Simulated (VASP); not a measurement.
Sc2GeTe2, 5 atoms in the cell. It takes space group P-6m2 (No. 187, hexagonal). Conventional cell: a = 4.150 Å, b = 4.150 Å, c = 12.678 Å, α = 90.00°, β = 90.00°, γ = 120.00°. Sc (site symmetry 3m) has 1 Ge at 2.70 Å and 3 Te at 2.81 Å within 3.6 Å. Within 3.6 Å of Ge (site symmetry -6m2) lie 2 Sc at 2.70 Å. Te (site symmetry 3m) has 3 Sc at 2.81 Å within 3.7 Å. The cell was built from a structure type or drawn by symmetry, and may not be a known phase.

* Program: VASP 6.6.1
* Task: single point
* Functional: PBE
* Potentials or basis: VASP PAW PBE potentials, release 64 (Sc_sv, Ge_d, Te)
* Cutoff: 520 eV
* k mesh: 6 × 6 × 2
* Occupations: gaussian, width 0.1 eV
* Spin: collinear spin
* Starting moments: [1.0, 1.0, 0.0, 0.0, 0.0] μB
* Dipole correction: no
* Further INCAR settings: ALGO = Normal; EDIFF = 1e-07; NBANDS = 36

Potentials or basis: VASP PAW PBE potentials, release 64 (Sc_sv, Ge_d, Te).

Run with:

```console
$ cat potpaw_PBE.64/Sc_sv/POTCAR potpaw_PBE.64/Ge_d/POTCAR potpaw_PBE.64/Te/POTCAR > POTCAR
$ mpirun -np 1 vasp_std > vasp.out
```

Hardware: 1 thread of Intel(R) Xeon(R) 6975P-C (Granite Rapids), with other jobs on the host.

Task: Estimate the wall time of this run.

Result: Run time: 2.8 min on 1 thread of Intel(R) Xeon(R) 6975P-C (Granite Rapids) (shared host), peak memory 0.45 GiB. Counts: scf iterations 22, k points 14.
